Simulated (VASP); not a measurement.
Wanted: the native input for a VASP 6.6.1 run.

| Property | Result |
| --- | --- |
| Task | single point |
| Functional | r2SCAN |
| Potentials or basis | VASP PAW PBE potentials, release 64 (H, Cl) |
| Cutoff | 520 eV |
| k mesh | 9 × 9 × 9 |
| Occupations | methfessel-paxton, width 0.0809 eV |
| Spin | no spin polarisation |
| Dipole correction | no |
| Further INCAR settings | ALGO = Normal; EDIFF = 1e-06; NBANDS = 11 |

The system is HCl.

```
H Cl
1.0
    -2.53312    2.69427    0.00000
     2.53312    0.00000    2.87557
     2.53312    2.69427    0.00000
H Cl
1 1
Direct
  0.00000 0.00000 0.00000
  0.50000 0.00000 0.50000
```

The input as run:

POSCAR

```
HCl
1.0
   -2.5331210000      2.6942730000      0.0000000000
    2.5331210000      0.0000000000      2.8755700000
    2.5331210000      2.6942730000      0.0000000000
H Cl
1 1
Direct
    0.0000000000      0.0000000000      0.0000000000
    0.5000000000      0.0000000000      0.5000000000
```

INCAR.step1

```
PREC = Accurate
ENCUT = 520
ISMEAR = 1
SIGMA = 0.0809
LREAL = False
LASPH = True
NELM = 80
NBANDS = 11
GGA = PE
ALGO = Normal
EDIFF = 1E-4
LWAVE = True
LCHARG = False
```

INCAR.step2

```
PREC = Accurate
ENCUT = 520
EDIFF = 1E-6
ISMEAR = 1
SIGMA = 0.0809
LREAL = False
LASPH = True
NELM = 80
ALGO = Normal
ISIF = 2
LWAVE = False
LCHARG = False
METAGGA = R2SCAN
LMIXTAU = True
NBANDS = 11
ISTART = 1
```

KPOINTS

```
Automatic mesh
0
Gamma
  9 9 9
```

Potentials or basis: VASP PAW PBE potentials, release 64 (H, Cl).

The run is started by

```bash
$ cat potpaw_PBE.64/H/POTCAR potpaw_PBE.64/Cl/POTCAR > POTCAR
$ cp INCAR.step1 INCAR
$ mpirun -np 1 vasp_std > vasp.out
$ cp INCAR.step2 INCAR
$ mpirun -np 1 vasp_std > vasp.out
```

Results of the run:

| Quantity | Value |
| --- | --- |
| Pressure | -10.4 GPa |

Caveat: the PAW data sets were made with another functional, which shifts forces and pressure a little.

Run time: 120 s on 1 thread of AMD EPYC 9R45 96-Core Processor (Zen 5) (shared host), peak memory 0.16 GiB.
